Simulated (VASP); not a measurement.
# Pb (Im-3m) in VASP: settings compared

Aim: see how the results for Pb move with the level of theory and the settings. Levels: RPBE+D4, PBE+D4, PBEsol+D3(BJ), r2SCAN. Tasks: relaxation of cell and atoms, single point.

All numbers are computed with VASP 6.6.1; they aren't measurements. Logs are shortened: lines on timing, memory, paths and dates and some standing lists are left out, and cuts for length are marked.

**1. The cell of the first run**

The structure is cubic, space group Im-3m (No. 229). Conventional cell: a = 3.959 Å, b = 3.959 Å, c = 3.959 Å, α = 90.00°, β = 90.00°, γ = 90.00°. Within 4.5 Å of Pb (site symmetry m-3m) lie 14 Pb at 3.43 to 3.96 Å.

This isn't the form of Pb at room conditions, which is fcc.

**2. Relaxation of cell and atoms, RPBE+D4**

Input file INCAR:

```
  PREC = Accurate
  ENCUT = 600
  EDIFF = 1E-6
  ISMEAR = -1
  SIGMA = 0.05
  LREAL = F
  LASPH = T
  NELM = 80
  ALGO = Normal
  ISIF = 3
  LWAVE = F
  LCHARG = F
  GGA = RP
  IVDW = 13
  IBRION = 2
  NSW = 60
  EDIFFG = -0.01
```

Input file KPOINTS:

```
regular mesh
0
Gamma
  9 9 9
```

Input file POSCAR:

```
Pb
1.0
   -1.9796595667      1.9796595667      1.9796595667
    1.9796595667     -1.9796595667      1.9796595667
    1.9796595667      1.9796595667     -1.9796595667
Pb
1
Direct
    0.0000000000      0.0000000000      0.0000000000
```

Potentials or basis: VASP PAW PBE potentials, release 64 (Pb_d).

Run with:

```
$ cat potpaw_PBE.64/Pb_d/POTCAR > POTCAR
$ mpirun -np 1 vasp_std > vasp.out
```

OUTCAR:

```text
PREC = Accurate
   ENCUT = 600
   EDIFF = 1E-6
   ISMEAR = -1
   LREAL = F
   LASPH = T
   NELM = 80
   ISIF = 3
   GGA = RP
   IVDW = 13
   IBRION = 2
   NSW = 60
   EDIFFG = -0.01

 ion  position               nearest neighbor table
   1  0.000  0.000  0.000-

  LATTYP: Found a body centered cubic cell.
 ALAT       =     3.9593191334

  Lattice vectors:

 A1 = (  -1.9796595667,   1.9796595667,   1.9796595667)
 A2 = (   1.9796595667,  -1.9796595667,   1.9796595667)
 A3 = (   1.9796595667,   1.9796595667,  -1.9796595667)

Analysis of symmetry for initial positions (statically):
=====================================================================
 Subroutine PRICEL returns:
 Original cell was already a primitive cell.

 Routine SETGRP: Setting up the symmetry group for a
 body centered cubic supercell.

 Subroutine GETGRP returns: Found 48 space group operations
 (whereof 48 operations were pure point group operations)
 out of a pool of 48 trial point group operations.

The static configuration has the point symmetry O_h .

Analysis of symmetry for dynamics (positions and initial velocities):
=====================================================================
 Subroutine PRICEL returns:
 Original cell was already a primitive cell.

 Routine SETGRP: Setting up the symmetry group for a
 body centered cubic supercell.

 Subroutine GETGRP returns: Found 48 space group operations
 (whereof 48 operations were pure point group operations)
 out of a pool of 48 trial point group operations.

The dynamic configuration has the point symmetry O_h .

 Subroutine INISYM returns: Found 48 space group operations
 (whereof 48 operations are pure point group operations),
 and found     1 'primitive' translations

----------------------------------------------------------------------------------------

                                     Primitive cell

  volume of cell :      31.0336

  direct lattice vectors                    reciprocal lattice vectors
    -1.979659567  1.979659567  1.979659567     0.000000000  0.252568678  0.252568678
     1.979659567 -1.979659567  1.979659567     0.252568678  0.000000000  0.252568678
     1.979659567  1.979659567 -1.979659567     0.252568678  0.252568678  0.000000000

  length of vectors
     3.428870951  3.428870951  3.428870951     0.357186050  0.357186050  0.357186050

  position of ions in fractional coordinates (direct lattice)
     0.000000000  0.000000000  0.000000000

  ion indices of the primitive-cell ions
   primitive index   ion index
                 1           1

----------------------------------------------------------------------------------------

 KPOINTS: regular mesh

Automatic generation of k-mesh.
 Grid dimensions read from file:
 generate k-points for:    9    9    9

 Generating k-lattice:

  Cartesian coordinates                     Fractional coordinates (reciprocal lattice)
     0.000000000  0.028063186  0.028063186     0.111111111  0.000000000  0.000000000
     0.028063186  0.000000000  0.028063186     0.000000000  0.111111111  0.000000000
     0.028063186  0.028063186  0.000000000     0.000000000  0.000000000  0.111111111

  Length of vectors
     0.039687339  0.039687339  0.039687339

  Shift w.r.t. Gamma in fractional coordinates (k-lattice)
     0.000000000  0.000000000  0.000000000

 Subroutine IBZKPT returns following result:
 ===========================================

 Found     35 irreducible k-points:

 Following reciprocal coordinates:
            Coordinates               Weight
  0.000000  0.000000  0.000000      1.000000
  0.111111  0.000000  0.000000     12.000000
  0.222222  0.000000  0.000000     12.000000
  0.333333  0.000000  0.000000     12.000000
  0.444444  0.000000  0.000000     12.000000
  0.111111  0.111111  0.000000     24.000000
[... 16 lines left out ...]
 -0.333333  0.444444  0.111111     48.000000
 -0.444444 -0.444444  0.111111     24.000000
 [... further k-points ...]
   k-points           NKPTS =     35   k-points in BZ     NKDIM =     35   number of bands    NBANDS=     11
   number of dos      NEDOS =    301   number of ions     NIONS =      1
   total plane-waves  NPLWV =  21952
   dimension x,y,z NGX =    28 NGY =   28 NGZ =   28
   dimension x,y,z NGXF=    56 NGYF=   56 NGZF=   56
   ions per type =               1
   NGX,Y,Z   is equivalent  to a cutoff of  13.58, 13.58, 13.58 a.u.
   NGXF,Y,Z  is equivalent  to a cutoff of  27.15, 27.15, 27.15 a.u.
 SYSTEM =  unknown system
   PREC   = accura    normal or accurate (medium, high low for compatibility)
   ISTART =      0    job   : 0-new  1-cont  2-samecut
   ICHARG =      2    charge: 1-file 2-atom 10-const
   ISPIN  =      1    spin polarized calculation?
   LNONCOLLINEAR =      F non collinear calculations
   LSORBIT =      F    spin-orbit coupling
   LASPH  =      T    aspherical Exc in radial PAW
   ENCUT  =  600.0 eV  44.10 Ry    6.64 a.u.   6.85  6.85  6.85*2*pi/ulx,y,z
   NELM   =     80;   NELMIN=  2; NELMDL= -5     # of ELM steps
   EDIFF  = 0.1E-05   stopping-criterion for ELM
   LREAL  =      F    real-space projection
   EDIFFG = -.1E-01   stopping-criterion for IOM
   NSW    =     60    number of steps for IOM
   IBRION =      2    ionic relax: 0-MD 1-quasi-New 2-CG
   NFREE  =      1    steps in history (QN), initial steepest desc. (CG)
   ISIF   =      3    stress and relaxation
   ISYM   =      2    0-nonsym 1-usesym 2-fastsym
   POTIM  = 0.5000    time-step for ionic-motion
   TEBEG  =    0.0;   TEEND  =   0.0 temperature during run
   PSTRESS=    0.0 pullay stress
   NELECT =      14.0000    total number of electrons
   NUPDOWN=      -1.0000    fix difference up-down
   EMIN   =  10.00;   EMAX   =-10.00  energy-range for DOS
   EFERMI =   0.00;   METHOD = LEGACY
   ISMEAR =    -1;   SIGMA  =   0.05  broadening in eV -4-tet -1-fermi 0-gaus
   EFERMI_NEDOS =   21; number of points for ismear=-14 and -15
   IALGO  =     38    algorithm
   IMIX   =      4    mixing-type and parameters
     AMIX     =   0.40;   BMIX     =  1.00
     AMIX_MAG =   1.60;   BMIX_MAG =  1.00
  volume/ion in A,a.u.               =      31.03       209.42
  Fermi-wavevector in a.u.,A,eV,Ry     =   1.255568  2.372680 21.448927  1.576452
  Thomas-Fermi vector in A             =   2.389319
   LORBIT       =      0    0 simple, 1 ext, 2 COOP (PROOUT), +10 PAW based schemes
   GGA     = RP    functional components
   LHFCALC =     F    Hartree Fock is set to
   AEXX    =    0.0000 exact exchange contribution
   IVDW    =    13    specifies the selected vdW correction
   LEPSILON=     F    determine dielectric tensor
   LRPA    =     F    only Hartree local field effects (RPA)
 conjugate gradient relaxation of ions
 non-spin polarized calculation
  energy-cutoff  :      600.00
  volume of cell :       31.03
 maximum number of plane-waves:      1055
   NGX = 13   NGY = 13   NGZ = 13

--------------------------------------- Ionic step        1  -------------------------------------------

 number of electron      14.0000002 magnetization

 Free energy of the ion-electron system (eV)
  ---------------------------------------------------
  ext. energy  EPLUGINS =         0.00000000
  ---------------------------------------------------
  free energy    TOTEN  =        -3.10609168 eV

  energy without entropy =       -3.10069621  energy(sigma->0) =       -3.10339394

 E-fermi :   7.1992     XC(G=0):  -9.9823

 val. band max:        7.0881264567   @ k =   0.3333   0.2222   0.0000
 cond. band min:       7.3082790187   @ k =  -0.2222   0.3333   0.1111
 fundamental gap:      0.2201525621
 Fermi energy:         7.1991513520

 k-point     1 :       0.0000    0.0000    0.0000
  band No.  band energies     occupation
      1     -10.0402      2.00000
      2     -10.0402      2.00000
      3     -10.0402      2.00000
      4      -9.8179      2.00000
      5      -9.8179      2.00000
      6      -4.4462      2.00000
      7      14.6197      0.00000
      8      14.6197      0.00000
      9      14.6197      0.00000
     10      18.1992      0.00000
     11      18.2109      0.00000

 k-point     2 :       0.1111    0.0000    0.0000
  band No.  band energies     occupation
      1     -10.0494      2.00000
      2     -10.0291      2.00000
      3      -9.9998      2.00000
      4      -9.8279      2.00000
      5      -9.8188      2.00000
      6      -4.2008      2.00000
      7      12.4109      0.00000
      8      13.8554      0.00000
      9      14.2973      0.00000
     10      16.9414      0.00000
     11      17.6248      0.00000
[... 373 lines left out ...]
 POSITION                                       TOTAL-FORCE (eV/Angst)
 -----------------------------------------------------------------------------------
      1.96090      1.96090      1.96090        -0.000000      0.000000     -0.000000
 -----------------------------------------------------------------------------------
    total drift:                                0.000000      0.000000      0.000000

  FREE ENERGIE OF THE ION-ELECTRON SYSTEM (eV)
  ---------------------------------------------------
  free  energy   TOTEN  =        -3.8247105715 eV

  energy  without entropy=       -3.8203576614  energy(sigma->0) =       -3.82253412

--------------------------------------- Ionic step        3  -------------------------------------------

 number of electron      14.0000004 magnetization

 Free energy of the ion-electron system (eV)
  ---------------------------------------------------
  ext. energy  EPLUGINS =         0.00000000
  ---------------------------------------------------
  free energy    TOTEN  =        -3.09236967 eV

  energy without entropy =       -3.08790532  energy(sigma->0) =       -3.09013749

 E-fermi :   7.4733     XC(G=0): -10.1011

 val. band max:        7.3443694254   @ k =   0.3333   0.2222   0.0000
 cond. band min:       7.5913384892   @ k =   0.2222   0.2222   0.1111
 fundamental gap:      0.2469690638
 Fermi energy:         7.4732572043

 k-point     1 :       0.0000    0.0000    0.0000
  band No.  band energies     occupation
      1      -9.7883      2.00000
      2      -9.7883      2.00000
      3      -9.7883      2.00000
      4      -9.5500      2.00000
      5      -9.5500      2.00000
      6      -4.3390      2.00000
      7      15.1092      0.00000
      8      15.1092      0.00000
      9      15.1092      0.00000
     10      18.5080      0.00000
     11      18.5080      0.00000

 k-point     2 :       0.1111    0.0000    0.0000
  band No.  band energies     occupation
      1      -9.7983      2.00000
      2      -9.7766      2.00000
      3      -9.7450      2.00000
      4      -9.5607      2.00000
      5      -9.5509      2.00000
      6      -4.0870      2.00000
      7      12.8485      0.00000
      8      14.3146      0.00000
      9      14.7618      0.00000
     10      17.2952      0.00000
     11      17.9677      0.00000
[... 334 lines left out ...]
 POSITION                                       TOTAL-FORCE (eV/Angst)
 -----------------------------------------------------------------------------------
      0.00000      0.00000      0.00000         0.000000      0.000000     -0.000000
 -----------------------------------------------------------------------------------
    total drift:                               -0.000000     -0.000000     -0.000000

  FREE ENERGIE OF THE ION-ELECTRON SYSTEM (eV)
  ---------------------------------------------------
  free  energy   TOTEN  =        -3.8247776544 eV

  energy  without entropy=       -3.8203132998  energy(sigma->0) =       -3.82254548

 reached required accuracy - stopping structural energy minimisation
```

Run time: 37 s. Hardware: 1 thread of Intel Xeon 8259CL, shared host; peak memory 0.17 GiB.

What came out:

```yaml
Free_energy: -3.8248 eV
Relaxed_volume: 30.28 Å³/atom
Relaxed_cell: a = 3.401 Å, b = 3.401 Å, c = 3.401 Å, α = 109.47°, β = 109.47°, γ = 109.47°
Space_group_after_relaxing_to_0.1_Å: Im-3m (No. 229)
Energy_gained_by_relaxing: 2.4 meV/atom
Ionic_steps: 3
Pressure_after_relaxing: 0.0 GPa
Band_gap_on_the_k_mesh: zero (bands 7 and 8 overlap by 9.75 eV)
Dispersion_energy_per_atom: -0.732 eV
```

Step by step:
```csv
step,energy change (eV),largest force (eV/Å),pressure (GPa),volume (Å³)
1,0.0000,0.0000,-1.01,31.03
2,-0.0024,0.0000,0.18,30.16
3,-0.0024,0.0000,0.00,30.28
```

Final structure:
```yaml
crystal:
  lattice:
    - [-1.96354, 1.96354, 1.96354]
    - [1.96354, -1.96354, 1.96354]
    - [1.96354, 1.96354, -1.96354]
  atoms:
    - { symbol: Pb, position: [0.00000, 0.00000, 0.00000] }
```

Caveat: the PAW data sets were made with another functional, which shifts forces and pressure a little; spin-orbit coupling is left out, which moves the levels of the heavy elements.

**3. Relaxation of cell and atoms, PBE+D4**

Input file INCAR:

```
PREC = Accurate
ENCUT = 600
EDIFF = 1E-6
ISMEAR = -1
SIGMA = 0.05
LREAL = False
LASPH = True
NELM = 60
ALGO = Fast
ISIF = 3
LWAVE = False
LCHARG = False
GGA = PE
IVDW = 13
IBRION = 2
NSW = 60
EDIFFG = -0.01
```

KPOINTS is that of step 2.

POSCAR is that of step 2.

Potentials or basis: VASP PAW PBE potentials, release 64 (Pb_d).

Run with:

```
$ cat potpaw_PBE.64/Pb_d/POTCAR > POTCAR
$ mpirun -np 1 vasp_std > vasp.out
```

Wall time 69 s (1 thread of Intel Xeon 8259CL, shared host); peak memory 0.17 GiB.

It converged, with:

* Free energy: -3.9294 eV
* Relaxed volume: 30.15 Å³/atom
* Relaxed cell: a = 3.396 Å, b = 3.396 Å, c = 3.396 Å, α = 109.47°, β = 109.47°, γ = 109.47°
* Space group after relaxing (to 0.1 Å): Im-3m (No. 229)
* Energy gained by relaxing: 3.6 meV/atom
* Ionic steps: 6
* Pressure after relaxing: 0.0 GPa
* Band gap on the k mesh: zero (bands 7 and 8 overlap by 9.77 eV)
* Dispersion energy per atom: -0.433 eV

Step by step:
```tsv
step	energy change (eV)	largest force (eV/Å)	pressure (GPa)	volume (Å³)
1	0.0000	0.0000	-1.20	31.03
2	-0.0035	0.0000	0.21	30.00
3	-0.0036	0.0000	0.12	30.13
4	-0.0036	0.0000	-0.29	30.21
5	-0.0036	0.0000	-0.07	30.15
6	-0.0036	0.0000	-0.04	30.15
```

Final structure:
```
CELL_PARAMETERS angstrom
-1.96063 1.96063 1.96063
1.96063 -1.96063 1.96063
1.96063 1.96063 -1.96063
ATOMIC_POSITIONS crystal
Pb 0.00000 0.00000 0.00000
```

Levels at points of the mesh, in eV from the Fermi level:
| k point | band 5 | band 6 | band 7 | band 8 | band 9 | band 10 |
| --- | --- | --- | --- | --- | --- | --- |
| (0.00, 0.00, 0.00) | -16.95 | -11.85 | 7.65 | 7.65 | 7.65 | 11.07 |

Caveat: spin-orbit coupling is left out, which moves the levels of the heavy elements.

(Continued in part 2 of 2.)
